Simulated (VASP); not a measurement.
# TiO2 (P4_2/mnm) in VASP: electric field gradients with PBE

Aim: the electric field gradients of TiO2 with PBE.

All numbers are computed with VASP 6.6.1; they aren't measurements. Logs are shortened: lines on timing, memory, paths and dates and some standing lists are left out, and cuts for length are marked.

## 1. The cell of the first run

The structure is tetragonal, space group P4_2/mnm (No. 136). The conventional cell has a = 4.594 Å, b = 4.594 Å, c = 2.959 Å, α = 90.00°, β = 90.00°, γ = 90.00°. Within 2.6 Å of Ti (site symmetry mmm) lie 6 O at 1.94 to 1.99 Å. O (site symmetry m2m) has 3 Ti at 1.94 to 1.99 Å and 1 O at 2.52 Å within 2.6 Å.

## 2. Electric field gradients, PBE

File INCAR:

```
SYSTEM = TiO2
PREC = Accurate
ENCUT = 520
EDIFF = 1E-8
ISMEAR = -1
SIGMA = 0.05
LREAL = .FALSE.
LASPH = .TRUE.
NELM = 100
ALGO = Normal
ISIF = 2
LWAVE = .FALSE.
LCHARG = .FALSE.
GGA = PE
LEFG = .TRUE.
NBANDS = 33
```

File KPOINTS:

```
Automatic mesh
0
G
  6 6 9
  0 0 0
```

File POSCAR:

```
TiO2
1.0
    4.5940000000      0.0000000000      0.0000000000
    0.0000000000      4.5940000000      0.0000000000
    0.0000000000      0.0000000000      2.9590000000
Ti O
2 4
Direct
    0.0000000000      0.0000000000      0.0000000000
    0.5000000000      0.5000000000      0.5000000000
    0.3060000000      0.3060000000      0.0000000000
    0.1940000000      0.8060000000      0.5000000000
    0.6940000000      0.6940000000      0.0000000000
    0.8060000000      0.1940000000      0.5000000000
```

Potentials or basis: VASP PAW PBE potentials, release 64 (Ti_sv, O).

The run is started by

```bash
$ cat potpaw_PBE.64/Ti_sv/POTCAR potpaw_PBE.64/O/POTCAR > POTCAR
$ mpirun -np 1 vasp_std > vasp.out
```

OUTCAR:

```text
SYSTEM = TiO2
   PREC = Accurate
   ENCUT = 520
   EDIFF = 1E-8
   ISMEAR = -1
   LREAL = .FALSE.
   LASPH = .TRUE.
   NELM = 100
   ISIF = 2
   GGA = PE

 ion  position               nearest neighbor table
   1  0.000  0.000  0.000-   4 1.94   6 1.94   4 1.94   6 1.94   5 1.99   3 1.99
   2  0.500  0.500  0.500-   3 1.94   5 1.94   3 1.94   5 1.94   4 1.99   6 1.99
   3  0.306  0.306  0.000-   2 1.94   2 1.94   1 1.99
   4  0.194  0.806  0.500-   1 1.94   1 1.94   2 1.99
   5  0.694  0.694  0.000-   2 1.94   2 1.94   1 1.99
   6  0.806  0.194  0.500-   1 1.94   1 1.94   2 1.99

  LATTYP: Found a simple tetragonal cell.
 ALAT       =     4.5940000000
 C/A-ratio  =     0.6441010013

  Lattice vectors:

 A1 = (   4.5940000000,   0.0000000000,   0.0000000000)
 A2 = (   0.0000000000,   4.5940000000,   0.0000000000)
 A3 = (   0.0000000000,   0.0000000000,   2.9590000000)

Analysis of symmetry for initial positions (statically):
=====================================================================
 Subroutine PRICEL returns:
 Original cell was already a primitive cell.

 Routine SETGRP: Setting up the symmetry group for a
 simple tetragonal supercell.

 Subroutine GETGRP returns: Found 16 space group operations
 (whereof  8 operations were pure point group operations)
 out of a pool of 16 trial point group operations.

The static configuration has the point symmetry D_2h.
 The point group associated with its full space group is D_4h.

Analysis of symmetry for dynamics (positions and initial velocities):
=====================================================================
 Subroutine PRICEL returns:
 Original cell was already a primitive cell.

 Routine SETGRP: Setting up the symmetry group for a
 simple tetragonal supercell.

 Subroutine GETGRP returns: Found 16 space group operations
 (whereof  8 operations were pure point group operations)
 out of a pool of 16 trial point group operations.

The dynamic configuration has the point symmetry D_2h.
 The point group associated with its full space group is D_4h.

 Subroutine INISYM returns: Found 16 space group operations
 (whereof  8 operations are pure point group operations),
 and found     1 'primitive' translations

----------------------------------------------------------------------------------------

                                     Primitive cell

  volume of cell :      62.4492

  direct lattice vectors                    reciprocal lattice vectors
     4.594000000  0.000000000  0.000000000     0.217675229  0.000000000  0.000000000
     0.000000000  4.594000000  0.000000000     0.000000000  0.217675229  0.000000000
     0.000000000  0.000000000  2.959000000     0.000000000  0.000000000  0.337952011

  length of vectors
     4.594000000  4.594000000  2.959000000     0.217675229  0.217675229  0.337952011

  position of ions in fractional coordinates (direct lattice)
     0.000000000  0.000000000  0.000000000
     0.500000000  0.500000000  0.500000000
     0.306000000  0.306000000  0.000000000
     0.194000000  0.806000000  0.500000000
     0.694000000  0.694000000  0.000000000
     0.806000000  0.194000000  0.500000000

  ion indices of the primitive-cell ions
   primitive index   ion index
                 1           1
                 2           2
                 3           3
                 4           4
                 5           5
                 6           6

----------------------------------------------------------------------------------------

 KPOINTS: Automatic mesh

Automatic generation of k-mesh.
 Grid dimensions read from file:
 generate k-points for:    6    6    9

 Generating k-lattice:

[... 54 lines left out ...]
   ICHARG =      2    charge: 1-file 2-atom 10-const
   ISPIN  =      1    spin polarized calculation?
   LNONCOLLINEAR =      F non collinear calculations
   LSORBIT =      F    spin-orbit coupling
   LASPH  =      T    aspherical Exc in radial PAW
   ENCUT  =  520.0 eV  38.22 Ry    6.18 a.u.   8.54  8.54  5.50*2*pi/ulx,y,z
   NELM   =    100;   NELMIN=  2; NELMDL= -5     # of ELM steps
   EDIFF  = 0.1E-07   stopping-criterion for ELM
   LREAL  =      F    real-space projection
   EDIFFG = 0.1E-06   stopping-criterion for IOM
   NSW    =      0    number of steps for IOM
   IBRION =     -1    ionic relax: 0-MD 1-quasi-New 2-CG
   NFREE  =      0    steps in history (QN), initial steepest desc. (CG)
   ISIF   =      2    stress and relaxation
   ISYM   =      2    0-nonsym 1-usesym 2-fastsym
   POTIM  = 0.5000    time-step for ionic-motion
   TEBEG  =    0.0;   TEEND  =   0.0 temperature during run
   PSTRESS=    0.0 pullay stress
   NELECT =      48.0000    total number of electrons
   NUPDOWN=      -1.0000    fix difference up-down
   EMIN   =  10.00;   EMAX   =-10.00  energy-range for DOS
   EFERMI =   0.00;   METHOD = LEGACY
   ISMEAR =    -1;   SIGMA  =   0.05  broadening in eV -4-tet -1-fermi 0-gaus
   EFERMI_NEDOS =   21; number of points for ismear=-14 and -15
   IALGO  =     38    algorithm
   IMIX   =      4    mixing-type and parameters
     AMIX     =   0.40;   BMIX     =  1.00
     AMIX_MAG =   1.60;   BMIX_MAG =  1.00
  volume/ion in A,a.u.               =      10.41        70.24
  Fermi-wavevector in a.u.,A,eV,Ry     =   1.499614  2.833860 30.597370  2.248843
  Thomas-Fermi vector in A             =   2.611221
   LORBIT       =      0    0 simple, 1 ext, 2 COOP (PROOUT), +10 PAW based schemes
   GGA     = PE    functional components
   LHFCALC =     F    Hartree Fock is set to
   AEXX    =    0.0000 exact exchange contribution
   IVDW    =     0    specifies the selected vdW correction
   LEPSILON=     F    determine dielectric tensor
   LRPA    =     F    only Hartree local field effects (RPA)
 non-spin polarized calculation
  energy-cutoff  :      520.00
  volume of cell :       62.45
 maximum number of plane-waves:      1720
 NGX is ok and might be reduce to    36
   NGX = 17   NGY = 17   NGZ = 11

 number of electron      48.0000022 magnetization

 Free energy of the ion-electron system (eV)
  ---------------------------------------------------
  ext. energy  EPLUGINS =         0.00000000
  ---------------------------------------------------
  free energy    TOTEN  =       -53.64016988 eV

  energy without entropy =      -53.64016988  energy(sigma->0) =      -53.64016988

 E-fermi :   5.7649     XC(G=0): -11.4081

 val. band max:        4.8257101292   @ k =   0.0000   0.0000   0.0000
 cond. band min:       6.7338432773   @ k =   0.0000   0.0000   0.0000
 fundamental gap:      1.9081331481
 Fermi energy:         5.7648541281

 k-point     1 :       0.0000    0.0000    0.0000
  band No.  band energies     occupation
      1     -52.0646      2.00000
      2     -52.0475      2.00000
      3     -28.3746      2.00000
      4     -28.3746      2.00000
      5     -28.2071      2.00000
      6     -28.2071      2.00000
[... 853 lines left out ...]
     32      10.1065      0.00000
     33      11.4014      0.00000

 [... further k-points ...]

------------------------ aborting loop because EDIFF is reached ----------------------------------------

  FORCE on cell =-STRESS in cart. coord.  units (eV):
  Direction    XX          YY          ZZ          XY          YZ          ZX
  --------------------------------------------------------------------------------------
  -------------------------------------------------------------------------------------
  Total        2.4422820      2.4422820      2.2545414      0.0000000      0.0000000      0.0000000
  in kB       62.6584218     62.6584218     57.8418066      0.0000000      0.0000000      0.0000000
  external PRESSURE =      61.0528834 kB  Pullay stress =       0.0000000 kB

 VOLUME and BASIS-vectors are now :
 -----------------------------------------------------------------------------
  energy-cutoff  :      520.00
  volume of cell :       62.45
      direct lattice vectors                 reciprocal lattice vectors
     4.594000000  0.000000000  0.000000000     0.217675229  0.000000000  0.000000000
     0.000000000  4.594000000  0.000000000     0.000000000  0.217675229  0.000000000
     0.000000000  0.000000000  2.959000000     0.000000000  0.000000000  0.337952011

 POSITION                                       TOTAL-FORCE (eV/Angst)
 -----------------------------------------------------------------------------------
      0.00000      0.00000      0.00000         0.000000     -0.000000      0.000000
      2.29700      2.29700      1.47950         0.000000     -0.000000      0.000000
      1.40576      1.40576      0.00000        -0.185701     -0.185701     -0.000000
      0.89124      3.70276      1.47950         0.185701     -0.185701     -0.000000
      3.18824      3.18824      0.00000         0.185701      0.185701      0.000000
      3.70276      0.89124      1.47950        -0.185701      0.185701      0.000000
 -----------------------------------------------------------------------------------
    total drift:                               -0.000000      0.000000      0.000000

  FREE ENERGIE OF THE ION-ELECTRON SYSTEM (eV)
  ---------------------------------------------------
  free  energy   TOTEN  =       -53.6401698773 eV

  energy  without entropy=      -53.6401698769  energy(sigma->0) =      -53.64016988

 Electric field gradients (V/A^2)
---------------------------------------------------------------------
 ion       V_xx      V_yy      V_zz      V_xy      V_xz      V_yz
---------------------------------------------------------------------
   1      12.821    12.821   -25.642     6.736    -0.000    -0.000
   2      12.821    12.821   -25.642    -6.736    -0.000     0.000
   3       0.980     0.980    -1.960    21.211     0.000     0.000
   4       0.980     0.980    -1.960   -21.211    -0.000    -0.000
   5       0.980     0.980    -1.960    21.211    -0.000     0.000
   6       0.980     0.980    -1.960   -21.211     0.000     0.000
---------------------------------------------------------------------

 Electric field gradients after diagonalization (V/A^2)
 (convention: |V_zz| > |V_xx| > |V_yy|)
----------------------------------------------------------------------
 ion       V_xx      V_yy      V_zz     asymmetry (V_yy - V_xx)/ V_zz
----------------------------------------------------------------------
   1      19.557     6.085   -25.642       0.525
   2      19.557     6.085   -25.642       0.525
   3     -20.231    -1.960    22.191       0.823
   4     -20.231    -1.960    22.191       0.823
   5     -20.231    -1.960    22.191       0.823
   6     -20.231    -1.960    22.191       0.823
----------------------------------------------------------------------

           NMR quadrupolar parameters

 Cq : quadrupolar parameter    Cq=e*Q*V_zz/h
 eta: asymmetry parameters     (V_yy - V_xx)/ V_zz
 Q  : nuclear electric quadrupole moment in mb (millibarn)
----------------------------------------------------------------------
 ion       Cq(MHz)       eta       Q (mb)
----------------------------------------------------------------------
   1      -0.062       0.525       1.000
   2      -0.062       0.525       1.000
   3       0.054       0.823       1.000
   4       0.054       0.823       1.000
   5       0.054       0.823       1.000
   6       0.054       0.823       1.000
----------------------------------------------------------------------
```

Run time: 2.8 min. Hardware: 1 thread of Intel Xeon Platinum 8488C (Sapphire Rapids), shared host; peak memory 0.22 GiB.

Results:

- Free energy: -53.6402 eV
- Pressure: 6.1 GPa
- Largest force: 0.263 eV/Å
- Band gap on the k mesh: 1.91 eV, direct

Forces in eV/Å, atoms in the order of the input:
```
Ti   0.000  0.000  0.000
Ti   0.000  0.000  0.000
O   -0.186 -0.186  0.000
O    0.186 -0.186  0.000
O    0.186  0.186  0.000
O   -0.186  0.186  0.000
```

Levels at points of the mesh, in eV from the valence-band top:
```csv
k point,band 21,band 22,band 23,band 24,band 25,band 26,band 27,band 28
"(0.00, 0.00, 0.00)",-0.69,-0.42,-0.42,0.00,1.91,2.24,2.44,2.52
"(0.50, 0.00, 0.00)",-1.61,-1.61,-0.74,-0.74,2.59,2.59,3.02,3.02
"(0.50, 0.50, 0.00)",-1.29,-1.29,-1.01,-1.01,1.96,1.96,2.54,2.54
```

Electric field gradients, principal values (V/Å²):
```csv
atom,least,middle,greatest (by size)
1 Ti,6.085,19.557,-25.642
2 Ti,6.085,19.557,-25.642
3 O,-1.960,-20.231,22.191
4 O,-1.960,-20.231,22.191
5 O,-1.960,-20.231,22.191
6 O,-1.960,-20.231,22.191
```

Caveat: without QUAD_EFG the Cq values of the log hold for a quadrupole moment of 1 mb, not for the nuclei.
